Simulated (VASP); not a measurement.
# PbO (Cmcm) in VASP: single point with PBE

Aim: the single point of PbO with PBE.

Everything below comes from runs of VASP 6.6.1. Logs are shortened: lines on timing, memory, paths and dates and some standing lists are left out, and cuts for length are marked.

### Step 1. The cell of the first run

It takes space group Cmcm (No. 63, orthorhombic). Conventional cell: a = 3.582 Å, b = 6.267 Å, c = 6.352 Å, α = 90.00°, β = 90.00°, γ = 90.00°. Pb (site symmetry m2m) has 6 O at 2.61 to 2.62 Å within 3.4 Å. O (site symmetry 2/m) has 6 Pb at 2.61 to 2.62 Å and 2 O at 3.18 Å within 3.4 Å.

### Step 2. Single point, PBE

Contents of INCAR:

```
PREC = Accurate
ENCUT = 520
EDIFF = 1E-6
ISMEAR = 0
SIGMA = 0.05
LREAL = False
LASPH = True
NELM = 80
ALGO = Normal
ISIF = 2
LWAVE = False
LCHARG = False
GGA = PE
NBANDS = 28
```

Contents of KPOINTS:

```
regular mesh
0
Gamma
  10 10 6
```

Contents of POSCAR:

```
PbO
1.0
    3.5819745929      0.0000000000      0.0000000000
   -1.7909872964      3.1334151446      0.0000000000
    0.0000000000      0.0000000000      6.3515547832
Pb O
2 2
Direct
    0.3333333333      0.6666666667      0.2500000000
    0.6666666667      0.3333333333      0.7500000000
    0.0000000000      0.0000000000      0.0000000000
    0.0000000000      0.0000000000      0.5000000000
```

Potentials or basis: VASP PAW PBE potentials, release 64 (Pb_d, O).

On the command line:

```console
> cat potpaw_PBE.64/Pb_d/POTCAR potpaw_PBE.64/O/POTCAR > POTCAR
> mpirun -np 1 vasp_std > vasp.out
```

OUTCAR:

```text
PREC = Accurate
   ENCUT = 520
   EDIFF = 1E-6
   ISMEAR = 0
   LREAL = False
   LASPH = True
   NELM = 80
   ISIF = 2
   GGA = PE

 ion  position               nearest neighbor table
   1  0.333  0.667  0.250-   3 2.61   4 2.61   3 2.61   4 2.61   3 2.62   4 2.62   2 3.79   2 3.79
                             2 3.79   2 3.79   2 3.80   2 3.80
   2  0.667  0.333  0.750-   3 2.61   4 2.61   3 2.61   4 2.61   3 2.62   4 2.62   1 3.79   1 3.79
                             1 3.79   1 3.79   1 3.80   1 3.80
   3  0.000  0.000  0.000-   1 2.61   2 2.61   2 2.61   1 2.61   2 2.62   1 2.62
   4  0.000  0.000  0.500-   1 2.61   2 2.61   2 2.61   1 2.61   2 2.62   1 2.62

  LATTYP: Found a base centered orthorhombic cell.
 ALAT       =     3.5819745929
 B/A-ratio  =     1.7495462703
 C/A-ratio  =     1.7731992839

  Lattice vectors:

 A1 = (   1.7909872964,  -3.1334151446,   0.0000000000)
 A2 = (   1.7909872965,   3.1334151446,   0.0000000000)
 A3 = (   0.0000000000,   0.0000000000,   6.3515547832)

Analysis of symmetry for initial positions (statically):
=====================================================================
 Subroutine PRICEL returns:
 Original cell was already a primitive cell.

 Routine SETGRP: Setting up the symmetry group for a
 base centered orthorhombic supercell.

 Subroutine GETGRP returns: Found  8 space group operations
 (whereof  4 operations were pure point group operations)
 out of a pool of  8 trial point group operations.

The static configuration has the point symmetry C_2h.
 The point group associated with its full space group is D_2h.

Analysis of symmetry for dynamics (positions and initial velocities):
=====================================================================
 Subroutine PRICEL returns:
 Original cell was already a primitive cell.

 Routine SETGRP: Setting up the symmetry group for a
 base centered orthorhombic supercell.

 Subroutine GETGRP returns: Found  8 space group operations
 (whereof  4 operations were pure point group operations)
 out of a pool of  8 trial point group operations.

The dynamic configuration has the point symmetry C_2h.
 The point group associated with its full space group is D_2h.

 Subroutine INISYM returns: Found  8 space group operations
 (whereof  4 operations are pure point group operations),
 and found     1 'primitive' translations

----------------------------------------------------------------------------------------

                                     Primitive cell

  volume of cell :      71.2887

  direct lattice vectors                    reciprocal lattice vectors
     3.581974593  0.000000000  0.000000000     0.279175626  0.159570302  0.000000000
    -1.790987296  3.133415145  0.000000000     0.000000000  0.319140603  0.000000000
     0.000000000  0.000000000  6.351554783     0.000000000  0.000000000  0.157441766

  length of vectors
     3.581974593  3.609144769  6.351554783     0.321561365  0.319140603  0.157441766

  position of ions in fractional coordinates (direct lattice)
     0.333333333  0.666666667  0.250000000
     0.666666667  0.333333333  0.750000000
     0.000000000  0.000000000  0.000000000
     0.000000000  0.000000000  0.500000000

  ion indices of the primitive-cell ions
   primitive index   ion index
                 1           1
                 2           2
                 3           3
                 4           4

----------------------------------------------------------------------------------------

 KPOINTS: regular mesh

Automatic generation of k-mesh.
 Grid dimensions read from file:
 generate k-points for:   10   10    6

 Generating k-lattice:

  Cartesian coordinates                     Fractional coordinates (reciprocal lattice)
     0.027917563  0.015957030  0.000000000     0.100000000  0.000000000  0.000000000
     0.000000000  0.031914060  0.000000000     0.000000000  0.100000000  0.000000000
     0.000000000  0.000000000  0.026240294     0.000000000  0.000000000  0.166666667

  Length of vectors
     0.032156136  0.031914060  0.026240294

  Shift w.r.t. Gamma in fractional coordinates (k-lattice)
     0.000000000  0.000000000  0.000000000

 Subroutine IBZKPT returns following result:
 ===========================================

 Found    124 irreducible k-points:

 Following reciprocal coordinates:
            Coordinates               Weight
  0.000000  0.000000  0.000000      1.000000
  0.100000  0.000000  0.000000      4.000000
  0.200000  0.000000  0.000000      4.000000
  0.300000  0.000000  0.000000      4.000000
  0.400000  0.000000  0.000000      4.000000
  0.500000  0.000000  0.000000      2.000000
[... 16 lines left out ...]
  0.000000  0.300000  0.000000      2.000000
  0.100000  0.300000  0.000000      4.000000
 [... further k-points ...]
   k-points           NKPTS =    124   k-points in BZ     NKDIM =    124   number of bands    NBANDS=     28
   number of dos      NEDOS =    301   number of ions     NIONS =      4
   total plane-waves  NPLWV =  37632
   dimension x,y,z NGX =    28 NGY =   28 NGZ =   48
   dimension x,y,z NGXF=    56 NGYF=   56 NGZF=   96
   ions per type =               2   2
   NGX,Y,Z   is equivalent  to a cutoff of  13.00, 12.90, 12.56 a.u.
   NGXF,Y,Z  is equivalent  to a cutoff of  25.99, 25.79, 25.13 a.u.
 SYSTEM =  unknown system
   PREC   = accura    normal or accurate (medium, high low for compatibility)
   ISTART =      0    job   : 0-new  1-cont  2-samecut
   ICHARG =      2    charge: 1-file 2-atom 10-const
   ISPIN  =      1    spin polarized calculation?
   LNONCOLLINEAR =      F non collinear calculations
   LSORBIT =      F    spin-orbit coupling
   LASPH  =      T    aspherical Exc in radial PAW
   ENCUT  =  520.0 eV  38.22 Ry    6.18 a.u.   6.66  6.71 11.81*2*pi/ulx,y,z
   NELM   =     80;   NELMIN=  2; NELMDL= -5     # of ELM steps
   EDIFF  = 0.1E-05   stopping-criterion for ELM
   LREAL  =      F    real-space projection
   EDIFFG = 0.1E-04   stopping-criterion for IOM
   NSW    =      0    number of steps for IOM
   IBRION =     -1    ionic relax: 0-MD 1-quasi-New 2-CG
   NFREE  =      0    steps in history (QN), initial steepest desc. (CG)
   ISIF   =      2    stress and relaxation
   ISYM   =      2    0-nonsym 1-usesym 2-fastsym
   POTIM  = 0.5000    time-step for ionic-motion
   TEBEG  =    0.0;   TEEND  =   0.0 temperature during run
   PSTRESS=    0.0 pullay stress
   NELECT =      40.0000    total number of electrons
   NUPDOWN=      -1.0000    fix difference up-down
   EMIN   =  10.00;   EMAX   =-10.00  energy-range for DOS
   EFERMI =   0.00;   METHOD = LEGACY
   ISMEAR =     0;   SIGMA  =   0.05  broadening in eV -4-tet -1-fermi 0-gaus
   EFERMI_NEDOS =   21; number of points for ismear=-14 and -15
   IALGO  =     38    algorithm
   IMIX   =      4    mixing-type and parameters
     AMIX     =   0.40;   BMIX     =  1.00
     AMIX_MAG =   1.60;   BMIX_MAG =  1.00
  volume/ion in A,a.u.               =      17.82       120.27
  Fermi-wavevector in a.u.,A,eV,Ry     =   1.350272  2.551645 24.806619  1.823235
  Thomas-Fermi vector in A             =   2.477790
   LORBIT       =      0    0 simple, 1 ext, 2 COOP (PROOUT), +10 PAW based schemes
   GGA     = PE    functional components
   LHFCALC =     F    Hartree Fock is set to
   AEXX    =    0.0000 exact exchange contribution
   IVDW    =     0    specifies the selected vdW correction
   LEPSILON=     F    determine dielectric tensor
   LRPA    =     F    only Hartree local field effects (RPA)
 non-spin polarized calculation
 Gauss-broadening in eV      SIGMA  =   0.05
  energy-cutoff  :      520.00
  volume of cell :       71.29
 maximum number of plane-waves:      1947
   NGX = 13   NGY = 13   NGZ = 23

 number of electron      39.9999998 magnetization

 Free energy of the ion-electron system (eV)
  ---------------------------------------------------
  ext. energy  EPLUGINS =         0.00000000
  ---------------------------------------------------
  free energy    TOTEN  =       -20.57841690 eV

  energy without entropy =      -20.57834370  energy(sigma->0) =      -20.57838030

 E-fermi :   6.6389     XC(G=0): -10.6474

 val. band max:        6.5770072571   @ k =   0.0000   0.0000   0.0000
 cond. band min:       6.7061591598   @ k =   0.5000   0.0000   0.1667
 fundamental gap:      0.1291519027
 Fermi energy:         6.6389145680

 k-point     1 :       0.0000    0.0000    0.0000
  band No.  band energies     occupation
      1     -11.1021      2.00000
      2     -10.4213      2.00000
      3      -9.9647      2.00000
      4      -9.9522      2.00000
      5      -9.9390      2.00000
      6      -9.9306      2.00000
[... 20 lines left out ...]
     27      15.8565      0.00000
     28      16.0414      0.00000

 k-point     2 :       0.1000    0.0000    0.0000
  band No.  band energies     occupation
      1     -11.0762      2.00000
      2     -10.5258      2.00000
      3      -9.9482      2.00000
      4      -9.9414      2.00000
      5      -9.9345      2.00000
      6      -9.9173      2.00000
[... 20 lines left out ...]
     27      16.0848      0.00000
     28      16.7751      0.00000

 k-point     3 :       0.2000    0.0000    0.0000
  band No.  band energies     occupation
      1     -11.0184      2.00000
      2     -10.7111      2.00000
      3      -9.9531      2.00000
      4      -9.9216      2.00000
      5      -9.8894      2.00000
      6      -9.8846      2.00000
[... 20 lines left out ...]
     27      16.0651      0.00000
     28      17.5421      0.00000

 k-point     4 :       0.3000    0.0000    0.0000
  band No.  band energies     occupation
      1     -10.9678      2.00000
      2     -10.8706      2.00000
      3      -9.9736      2.00000
      4      -9.8885      2.00000
      5      -9.8569      2.00000
      6      -9.8444      2.00000
[... 20 lines left out ...]
     27      15.7435      0.00000
     28      17.3178      0.00000

 k-point     5 :       0.4000    0.0000    0.0000
  band No.  band energies     occupation
      1     -10.9725      2.00000
      2     -10.9427      2.00000
      3      -9.9918      2.00000
      4      -9.8743      2.00000
      5      -9.8552      2.00000
      6      -9.8518      2.00000
[... 20 lines left out ...]
     27      15.3209      0.00000
     28      17.3506      0.00000

 k-point     6 :       0.5000    0.0000    0.0000
  band No.  band energies     occupation
      1     -11.0073      2.00000
      2     -10.9364      2.00000
      3      -9.9990      2.00000
      4      -9.8807      2.00000
      5      -9.8565      2.00000
      6      -9.8407      2.00000
[... 463 lines left out ...]
      5      -9.8718      2.00000
      6      -9.8330      2.00000
[... 20 lines left out ...]
     27      17.5733      0.00000
     28      17.7667      0.00000

 k-point    22 :      -0.4000    0.2000    0.0000
  band No.  band energies     occupation
      1     -10.9443      2.00000
      2     -10.9275      2.00000
      3      -9.9482      2.00000
      4      -9.8852      2.00000
      5      -9.8795      2.00000
      6      -9.8559      2.00000
[... 20 lines left out ...]
     27      17.0472      0.00000
     28      17.4591      0.00000

 k-point    23 :       0.0000    0.3000    0.0000
  band No.  band energies     occupation
      1     -10.9694      2.00000
      2     -10.8705      2.00000
      3      -9.9806      2.00000
      4      -9.8960      2.00000
      5      -9.8542      2.00000
      6      -9.8464      2.00000
[... 20 lines left out ...]
     27      15.7693      0.00000
     28      17.2924      0.00000

 k-point    24 :       0.1000    0.3000    0.0000
  band No.  band energies     occupation
      1     -10.9462      2.00000
      2     -10.9406      2.00000
      3      -9.9728      2.00000
      4      -9.8848      2.00000
      5      -9.8748      2.00000
      6      -9.8424      2.00000
[... 20 lines left out ...]
     27      16.3388      0.00000
     28      17.3631      0.00000

 [... further k-points ...]

------------------------ aborting loop because EDIFF is reached ----------------------------------------

  FORCE on cell =-STRESS in cart. coord.  units (eV):
  Direction    XX          YY          ZZ          XY          YZ          ZX
  --------------------------------------------------------------------------------------
  -------------------------------------------------------------------------------------
  Total        0.4253249      0.3653530      0.2322780      0.0000000      0.0000000      0.0000000
  in kB        9.5589647      8.2111278      5.2203330      0.0000000      0.0000000      0.0000000
  external PRESSURE =       7.6634752 kB  Pullay stress =       0.0000000 kB

 VOLUME and BASIS-vectors are now :
 -----------------------------------------------------------------------------
  energy-cutoff  :      520.00
  volume of cell :       71.29
      direct lattice vectors                 reciprocal lattice vectors
     3.581974593  0.000000000  0.000000000     0.279175626  0.159570302  0.000000000
    -1.790987296  3.133415145  0.000000000     0.000000000  0.319140603  0.000000000
     0.000000000  0.000000000  6.351554783     0.000000000  0.000000000  0.157441766

 POSITION                                       TOTAL-FORCE (eV/Angst)
 -----------------------------------------------------------------------------------
     -0.00000      2.08894      1.58789         0.000000      0.017295      0.000000
      1.79099      1.04447      4.76367        -0.000000     -0.017295      0.000000
      0.00000      0.00000      0.00000         0.000000      0.000000      0.000000
      0.00000      0.00000      3.17578         0.000000      0.000000      0.000000
 -----------------------------------------------------------------------------------
    total drift:                                0.000000     -0.000000      0.000000

  FREE ENERGIE OF THE ION-ELECTRON SYSTEM (eV)
  ---------------------------------------------------
  free  energy   TOTEN  =       -20.5784168966 eV

  energy  without entropy=      -20.5783436953  energy(sigma->0) =      -20.57838030
```

Run time: 4 min. Hardware: 1 thread of AMD EPYC 7R13 (Zen 3), shared host; peak memory 0.3 GiB.

What came out:

```yaml
Free_energy: -20.5784 eV
Pressure: 0.8 GPa
Largest_force: 0.017 eV/Å
Band_gap_on_the_k_mesh: 0.13 eV (least direct gap 0.15 eV)
```

Forces on the atoms (eV/Å):
```
Pb   0.000  0.017  0.000
Pb   0.000 -0.017  0.000
O    0.000  0.000  0.000
O    0.000  0.000  0.000
```

Caveat: spin-orbit coupling is left out, which moves the levels of the heavy elements. A k mesh can miss the band edges.
